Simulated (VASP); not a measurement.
# Mo (R-3m) in VASP: further runs

Runs on Mo. Level: PBE. Tasks: relaxation of cell and atoms, single point.

Everything below comes from runs of VASP 6.6.1. Logs are shortened: lines on timing, memory, paths and dates and some standing lists are left out, and cuts for length are marked.

## 1. The cell of the first run

Symmetry: R-3m, No. 166, trigonal system. The conventional cell has a = 4.808 Å, b = 4.808 Å, c = 5.687 Å, α = 90.00°, β = 90.00°, γ = 120.00°. Within 3.0 Å of Mo (site symmetry 3m) lie 4 Mo at 2.24 to 2.80 Å.

The cell was built from a structure type or drawn by symmetry, and may not be a known phase.

## 2. Relaxation of cell and atoms, PBE

Input file INCAR:

```
PREC     = Accurate       # precision mode
ENCUT    = 600            # plane-wave cutoff, eV
EDIFF    = 1E-7           # SCF threshold, eV
ISMEAR   = 0              # smearing method
SIGMA    = 0.1            # smearing width, eV
LREAL    = F              # projectors in reciprocal space
LASPH    = T              # aspherical terms in the spheres
NELM     = 100            # most SCF steps
ALGO     = Normal         # electronic algorithm
ISIF     = 3              # what is computed and relaxed
LWAVE    = F              # write WAVECAR
LCHARG   = F              # write CHGCAR
GGA      = PE             # functional
IBRION   = 2              # ionic algorithm
NSW      = 90             # ionic steps
EDIFFG   = -0.04          # ionic threshold
```

Input file KPOINTS:

```
regular mesh
0
Gamma
  6 6 6
```

Input file POSCAR:

```
Mo
1.0
    2.4038500305      1.3878634622      1.8957360069
   -2.4038500305      1.3878634622      1.8957360069
    0.0000000000     -2.7757269244      1.8957360069
Mo
2
Direct
    0.3032700000      0.3032700000      0.3032700000
    0.6967300000      0.6967300000      0.6967300000
```

Potentials or basis: VASP PAW PBE potentials, release 64 (Mo_sv).

On the command line:

```bash
$ cat potpaw_PBE.64/Mo_sv/POTCAR > POTCAR
$ mpirun -np 1 vasp_std > vasp.out
```

OUTCAR:

```text
PREC = Accurate
   ENCUT = 600
   EDIFF = 1E-7
   ISMEAR = 0
   LREAL = F
   LASPH = T
   NELM = 100
   ISIF = 3
   GGA = PE
   IBRION = 2
   NSW = 90
   EDIFFG = -0.04

 ion  position               nearest neighbor table
   1  0.303  0.303  0.303-   2 2.24   2 2.80   2 2.80   2 2.80   2 3.18   2 3.18   2 3.18   2 3.45

   2  0.697  0.697  0.697-   1 2.24   1 2.80   1 2.80   1 2.80   1 3.18   1 3.18   1 3.18   1 3.45

  LATTYP: Found a trigonal (rhomboedric) cell.
 ALAT       =     3.3613204201
 COS(alpha) =    -0.0228805190

  Lattice vectors:

 A1 = (   2.4038500305,   1.3878634622,   1.8957360069)
 A2 = (  -2.4038500305,   1.3878634622,   1.8957360069)
 A3 = (   0.0000000000,  -2.7757269244,   1.8957360069)

Analysis of symmetry for initial positions (statically):
=====================================================================
 Subroutine PRICEL returns:
 Original cell was already a primitive cell.

 Routine SETGRP: Setting up the symmetry group for a
 trigonal (rhombohedral) supercell.

 Subroutine GETGRP returns: Found 12 space group operations
 (whereof 12 operations were pure point group operations)
 out of a pool of 12 trial point group operations.

The static configuration has the point symmetry D_3d.

Analysis of symmetry for dynamics (positions and initial velocities):
=====================================================================
 Subroutine PRICEL returns:
 Original cell was already a primitive cell.

 Routine SETGRP: Setting up the symmetry group for a
 trigonal (rhombohedral) supercell.

 Subroutine GETGRP returns: Found 12 space group operations
 (whereof 12 operations were pure point group operations)
 out of a pool of 12 trial point group operations.

The dynamic configuration has the point symmetry D_3d.

 Subroutine INISYM returns: Found 12 space group operations
 (whereof 12 operations are pure point group operations),
 and found     1 'primitive' translations

----------------------------------------------------------------------------------------

                                     Primitive cell

  volume of cell :      37.9475

  direct lattice vectors                    reciprocal lattice vectors
     2.403850031  1.387863462  1.895736007     0.207999665  0.120088662  0.175833203
    -2.403850031  1.387863462  1.895736007    -0.207999665  0.120088662  0.175833203
     0.000000000 -2.775726924  1.895736007     0.000000000 -0.240177325  0.175833203

  length of vectors
     3.361320420  3.361320420  3.361320420     0.297661658  0.297661658  0.297661658

  position of ions in fractional coordinates (direct lattice)
     0.303270000  0.303270000  0.303270000
     0.696730000  0.696730000  0.696730000

  ion indices of the primitive-cell ions
   primitive index   ion index
                 1           1
                 2           2

----------------------------------------------------------------------------------------

 KPOINTS: regular mesh

Automatic generation of k-mesh.
 Grid dimensions read from file:
 generate k-points for:    6    6    6

 Generating k-lattice:

  Cartesian coordinates                     Fractional coordinates (reciprocal lattice)
     0.034666611  0.020014777  0.029305534     0.166666667  0.000000000  0.000000000
    -0.034666611  0.020014777  0.029305534     0.000000000  0.166666667  0.000000000
     0.000000000 -0.040029554  0.029305534     0.000000000  0.000000000  0.166666667

  Length of vectors
     0.049610276  0.049610276  0.049610276

  Shift w.r.t. Gamma in fractional coordinates (k-lattice)
     0.000000000  0.000000000  0.000000000

 Subroutine IBZKPT returns following result:
 ===========================================

 Found     32 irreducible k-points:

 Following reciprocal coordinates:
            Coordinates               Weight
  0.000000  0.000000  0.000000      1.000000
  0.166667 -0.000000  0.000000      6.000000
  0.333333  0.000000 -0.000000      6.000000
  0.500000  0.000000 -0.000000      3.000000
  0.166667  0.166667  0.000000      6.000000
  0.333333  0.166667 -0.000000     12.000000
[... 16 lines left out ...]
  0.500000  0.500000  0.166667      6.000000
 -0.333333  0.500000  0.166667     12.000000
 [... further k-points ...]
   k-points           NKPTS =     32   k-points in BZ     NKDIM =     32   number of bands    NBANDS=     18
   number of dos      NEDOS =    301   number of ions     NIONS =      2
   total plane-waves  NPLWV =  21952
   dimension x,y,z NGX =    28 NGY =   28 NGZ =   28
   dimension x,y,z NGXF=    56 NGYF=   56 NGZF=   56
   ions per type =               2
   NGX,Y,Z   is equivalent  to a cutoff of  13.85, 13.85, 13.85 a.u.
   NGXF,Y,Z  is equivalent  to a cutoff of  27.70, 27.70, 27.70 a.u.
 SYSTEM =  unknown system
   PREC   = accura    normal or accurate (medium, high low for compatibility)
   ISTART =      0    job   : 0-new  1-cont  2-samecut
   ICHARG =      2    charge: 1-file 2-atom 10-const
   ISPIN  =      1    spin polarized calculation?
   LNONCOLLINEAR =      F non collinear calculations
   LSORBIT =      F    spin-orbit coupling
   LASPH  =      T    aspherical Exc in radial PAW
   ENCUT  =  600.0 eV  44.10 Ry    6.64 a.u.   6.71  6.71  6.71*2*pi/ulx,y,z
   NELM   =    100;   NELMIN=  2; NELMDL= -5     # of ELM steps
   EDIFF  = 0.1E-06   stopping-criterion for ELM
   LREAL  =      F    real-space projection
   EDIFFG = -.4E-01   stopping-criterion for IOM
   NSW    =     90    number of steps for IOM
   IBRION =      2    ionic relax: 0-MD 1-quasi-New 2-CG
   NFREE  =      1    steps in history (QN), initial steepest desc. (CG)
   ISIF   =      3    stress and relaxation
   ISYM   =      2    0-nonsym 1-usesym 2-fastsym
   POTIM  = 0.5000    time-step for ionic-motion
   TEBEG  =    0.0;   TEEND  =   0.0 temperature during run
   PSTRESS=    0.0 pullay stress
   NELECT =      28.0000    total number of electrons
   NUPDOWN=      -1.0000    fix difference up-down
   EMIN   =  10.00;   EMAX   =-10.00  energy-range for DOS
   EFERMI =   0.00;   METHOD = LEGACY
   ISMEAR =     0;   SIGMA  =   0.10  broadening in eV -4-tet -1-fermi 0-gaus
   EFERMI_NEDOS =   21; number of points for ismear=-14 and -15
   IALGO  =     38    algorithm
   IMIX   =      4    mixing-type and parameters
     AMIX     =   0.40;   BMIX     =  1.00
     AMIX_MAG =   1.60;   BMIX_MAG =  1.00
  volume/ion in A,a.u.               =      18.97       128.04
  Fermi-wavevector in a.u.,A,eV,Ry     =   1.479335  2.795537 29.775412  2.188431
  Thomas-Fermi vector in A             =   2.593505
   LORBIT       =      0    0 simple, 1 ext, 2 COOP (PROOUT), +10 PAW based schemes
   GGA     = PE    functional components
   LHFCALC =     F    Hartree Fock is set to
   AEXX    =    0.0000 exact exchange contribution
   IVDW    =     0    specifies the selected vdW correction
   LEPSILON=     F    determine dielectric tensor
   LRPA    =     F    only Hartree local field effects (RPA)
 conjugate gradient relaxation of ions
 non-spin polarized calculation
 Gauss-broadening in eV      SIGMA  =   0.10
  energy-cutoff  :      600.00
  volume of cell :       37.95
 maximum number of plane-waves:      1298
   NGX = 13   NGY = 13   NGZ = 13

--------------------------------------- Ionic step        1  -------------------------------------------

 number of electron      28.0000001 magnetization

 Free energy of the ion-electron system (eV)
  ---------------------------------------------------
  ext. energy  EPLUGINS =         0.00000000
  ---------------------------------------------------
  free energy    TOTEN  =       -20.46255732 eV

  energy without entropy =      -20.45544098  energy(sigma->0) =      -20.45899915

 E-fermi :   9.5866     XC(G=0): -12.1785

 val. band max:        9.5591146959   @ k =   0.5000   0.5000   0.1667
 cond. band min:       9.6149063557   @ k =  -0.1667   0.5000   0.1667
 fundamental gap:      0.0557916599
 Fermi energy:         9.5865829230

 k-point     1 :       0.0000    0.0000    0.0000
  band No.  band energies     occupation
      1     -51.5394      2.00000
      2     -50.9508      2.00000
      3     -26.4618      2.00000
      4     -25.3672      2.00000
      5     -25.3672      2.00000
      6     -25.0942      2.00000
[... 10 lines left out ...]
     17      11.6028      0.00000
     18      11.6028      0.00000
[... 466 lines left out ...]
      2     -51.0319      2.00000
      3     -26.5497      2.00000
      4     -25.7545      2.00000
      5     -25.4468      2.00000
      6     -25.1002      2.00000
[... 10 lines left out ...]
     17      11.2160      0.00000
     18      12.4003      0.00000

 [... further k-points ...]

------------------------ aborting loop because EDIFF is reached ----------------------------------------

  FORCE on cell =-STRESS in cart. coord.  units (eV):
  Direction    XX          YY          ZZ          XY          YZ          ZX
  --------------------------------------------------------------------------------------
  -------------------------------------------------------------------------------------
  Total       -4.4758327     -4.4758327      1.8938210     -0.0000000      0.0000000     -0.0000000
  in kB     -188.9736284   -188.9736284     79.9588044     -0.0000000      0.0000000     -0.0000000
  external PRESSURE =     -99.3294841 kB  Pullay stress =       0.0000000 kB
[... 89 lines left out ...]
  FREE ENERGIE OF THE ION-ELECTRON SYSTEM (eV)
  ---------------------------------------------------
  free  energy   TOTEN  =       -21.5747296723 eV

  energy  without entropy=      -21.5632618561  energy(sigma->0) =      -21.56899576

[... ionic steps 4 to 7 ...]

--------------------------------------- Ionic step        8  -------------------------------------------

 number of electron      28.0000001 magnetization

------------------------ aborting loop because EDIFF is reached ----------------------------------------

  FORCE on cell =-STRESS in cart. coord.  units (eV):
  Direction    XX          YY          ZZ          XY          YZ          ZX
  --------------------------------------------------------------------------------------
  -------------------------------------------------------------------------------------
  Total        3.2877483      3.2877483      4.5134647     -0.0000000      0.0000000      0.0000000
  in kB      177.7532462    177.7532462    244.0220252     -0.0000000      0.0000000      0.0000000
  external PRESSURE =     199.8428392 kB  Pullay stress =       0.0000000 kB
[... 57 lines left out ...]
  energy  without entropy=      -21.9026434453  energy(sigma->0) =      -21.90550786

--------------------------------------- Ionic step       10  -------------------------------------------

 number of electron      28.0000004 magnetization

 Free energy of the ion-electron system (eV)
  ---------------------------------------------------
  ext. energy  EPLUGINS =         0.00000000
  ---------------------------------------------------
  free energy    TOTEN  =       -21.90839467 eV

  energy without entropy =      -21.90267123  energy(sigma->0) =      -21.90553295

 E-fermi :  12.5355     XC(G=0): -13.3222

 val. band max:       12.1674303825   @ k =  -0.1667   0.1667   0.0000
 cond. band min:      12.5876474824   @ k =   0.5000   0.1667  -0.0000
 fundamental gap:      0.4202170998
 Fermi energy:        12.5355212968

 k-point     1 :       0.0000    0.0000    0.0000
  band No.  band energies     occupation
      1     -48.8865      2.00000
      2     -48.4571      2.00000
      3     -23.1174      2.00000
      4     -23.1077      2.00000
      5     -23.1077      2.00000
      6     -22.1834      2.00000
[... 10 lines left out ...]
     17      16.2913      0.00000
     18      16.2913      0.00000
[... 466 lines left out ...]
      2     -48.6341      2.00000
      3     -23.3600      2.00000
      4     -23.3591      2.00000
      5     -22.6993      2.00000
      6     -22.6939      2.00000
[... 10 lines left out ...]
     17      14.9388      0.00000
     18      14.9460      0.00000

 [... further k-points ...]

------------------------ aborting loop because EDIFF is reached ----------------------------------------

  FORCE on cell =-STRESS in cart. coord.  units (eV):
  Direction    XX          YY          ZZ          XY          YZ          ZX
  --------------------------------------------------------------------------------------
  -------------------------------------------------------------------------------------
  Total       -0.0700378     -0.0700378      0.0356844      0.0000000      0.0000000      0.0000000
  in kB       -3.5457223     -3.5457223      1.8065526      0.0000000      0.0000000      0.0000000
  external PRESSURE =      -1.7616307 kB  Pullay stress =       0.0000000 kB
[... 17 lines left out ...]
  FREE ENERGIE OF THE ION-ELECTRON SYSTEM (eV)
  ---------------------------------------------------
  free  energy   TOTEN  =       -21.9083946691 eV

  energy  without entropy=      -21.9026712314  energy(sigma->0) =      -21.90553295

 reached required accuracy - stopping structural energy minimisation
```

Wall time 94 s (1 thread of Intel Xeon Platinum 8488C (Sapphire Rapids), shared host); peak memory 0.18 GiB.

Results:

- Free energy: -21.9084 eV
- Relaxed volume: 15.82 Å³/atom
- Relaxed cell: a = 3.163 Å, b = 3.163 Å, c = 3.163 Å, α = 90.09°, β = 90.09°, γ = 90.09°
- Space group after relaxing (to 0.1 Å): Im-3m (No. 229)
- Energy gained by relaxing: 722.9 meV/atom
- Ionic steps: 10
- Pressure after relaxing: -0.2 GPa
- Largest force after relaxing: 0.012 eV/Å
- Band gap on the k mesh: zero (bands 14 and 15 overlap by 2.21 eV)

Forces on the atoms (eV/Å):
```
Mo   0.000  0.000  0.012
Mo   0.000  0.000 -0.012
```

Stress tensor (GPa, compression positive):
```
-0.35  0.00  0.00
 0.00 -0.35  0.00
 0.00  0.00  0.18
```

The path:
| step | energy change (eV) | largest force (eV/Å) | pressure (GPa) | volume (Å³) |
| --- | --- | --- | --- | --- |
| 1 | 0.0000 | 3.8657 | -9.93 | 37.95 |
| 2 | -1.0999 | 1.1222 | 6.03 | 31.58 |
| 3 | -1.1122 | 1.1645 | 1.92 | 32.11 |
| 4 | -1.3786 | 0.5473 | -3.84 | 32.26 |
| 5 | -1.4247 | 0.2006 | -5.01 | 32.30 |
| 6 | -1.3982 | 0.4595 | -4.70 | 32.32 |
| 7 | -1.4338 | 0.0485 | -5.35 | 32.31 |
| 8 | -1.3128 | 0.3304 | 19.98 | 29.63 |
| 9 | -1.4458 | 0.0087 | -0.38 | 31.67 |
| 10 | -1.4458 | 0.0117 | -0.18 | 31.65 |

Final structure:
```
Mo
1.0
     2.23840    1.29234    1.82335
    -2.23840    1.29234    1.82335
     0.00000   -2.58468    1.82335
Mo
2
Direct
  0.24981 0.24981 0.24981
  0.75019 0.75019 0.75019
```

Caveat: the volume moved by over 15 % at a fixed basis, so the end points are rough.

## 3. Single point, PBE

This run uses another cell than the first one, of 16.44 Å³/atom.

Input file INCAR:

```
PREC     = Accurate       # precision mode
ENCUT    = 520            # plane-wave cutoff, eV
EDIFF    = 1E-7           # SCF threshold, eV
ISMEAR   = 0              # smearing method
SIGMA    = 0.1            # smearing width, eV
LREAL    = F              # projectors in reciprocal space
LASPH    = T              # aspherical terms in the spheres
NELM     = 100            # most SCF steps
ALGO     = Fast           # electronic algorithm
ISIF     = 2              # what is computed and relaxed
LWAVE    = F              # write WAVECAR
LCHARG   = T              # write CHGCAR
GGA      = PE             # functional
LELF     = T              # ELF
LVHAR    = T            
NBANDS   = 21             # bands
```

Input file KPOINTS:

```
regular mesh
0
Gamma
  24 24 24
```

Input file POSCAR:

```
Mo
1.0
    1.3817809398      0.7977715976      4.9719463346
   -1.3817809398      0.7977715976      4.9719463346
    0.0000000000     -1.5955431951      4.9719463346
Mo
2
Direct
    0.0861878069      0.0861878069      0.0861878069
    0.9138121931      0.9138121931      0.9138121931
```

Potentials or basis: VASP PAW PBE potentials, release 64 (Mo_sv).

On the command line:

```bash
$ cat potpaw_PBE.64/Mo_sv/POTCAR > POTCAR
$ mpirun -np 1 vasp_std > vasp.out
```

It took 30 min on 1 thread of Intel Xeon Platinum 8488C (Sapphire Rapids), shared host; peak memory 0.82 GiB.

The run converged. Its results:

```
Free energy            : -20.4505 eV
Pressure               : 0.5 GPa
Largest force          : 0.013 eV/Å
Band gap on the k mesh : zero (bands 14 and 15 overlap by 1.56 eV)
```

Forces on the atoms (eV/Å):
```
Mo   0.000  0.000  0.013
Mo   0.000  0.000 -0.013
```

Stress tensor (GPa, compression positive):
```
0.47 0.00 0.00
0.00 0.47 0.00
0.00 0.00 0.55
```

Levels at points of the mesh, in eV from the Fermi level:
| k point | band 10 | band 11 | band 12 | band 13 | band 14 | band 15 | band 16 | band 17 | band 18 | band 19 |
| --- | --- | --- | --- | --- | --- | --- | --- | --- | --- | --- |
| (0.00, 0.00, 0.00) | -4.22 | -2.99 | -0.61 | -0.61 | -0.49 | -0.49 | 0.37 | 2.03 | 2.03 | 2.58 |
| (0.50, 0.00, 0.00) | -4.57 | -3.94 | -2.24 | 0.80 | 0.91 | 0.99 | 1.24 | 4.28 | 4.59 | 5.30 |
| (0.50, 0.50, 0.00) | -4.16 | -3.34 | -3.12 | -0.55 | -0.08 | 1.03 | 3.54 | 4.43 | 4.45 | 5.32 |
| (0.50, 0.50, 0.50) | -5.14 | -2.78 | -0.84 | -0.84 | -0.82 | -0.29 | -0.29 | 1.20 | 1.20 | 3.74 |
